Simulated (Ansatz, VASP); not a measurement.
## AgCl: VASP beside Ansatz

```
Ag Cl
1.0
     3.43397   -0.03434   -0.03434
    -0.03434    3.43397   -0.03434
    -0.03434   -0.03434    3.43397
Ag Cl
1 1
Direct
  0.00000 0.00000 0.00000
  0.50000 0.50000 0.50000
```

Change from the starting cell: equal xy, yz and zx shear strains of -2 %, crystal datasets.

Alike in both runs: task electric field gradients; functional PBEsol; k mesh 9 × 9 × 9; occupations fermi-dirac, width 0.01 eV; no spin polarisation.

```csv
,VASP,Ansatz
version,VASP 6.6.1,Ansatz 0.2.0
potentials or method,"VASP PAW PBE potentials, release 64 (Ag, Cl), cutoff 520 eV","all-electron PAW with datasets made for the crystal, scalar-relativistic"
```

|  | VASP | Ansatz | Ansatz less VASP |
| --- | --- | --- | --- |
| gap on the k mesh at the Fermi level (eV) | 0.39 | 0.39 | +0.002 |
| pressure (GPa) | -4.7 | -4.6 | +0.10 |
| traceless stress, the component that is largest in VASP (GPa) | -0.31 | -0.30 | +0.004 |
| size of Vzz on the site where it differs most (V/Å²) | 9.0 | 7.9 | -1.09 |

VASP's potentials were made for PBE, not for PBEsol. Ansatz ran all-electron here, and VASP with PAW potentials.
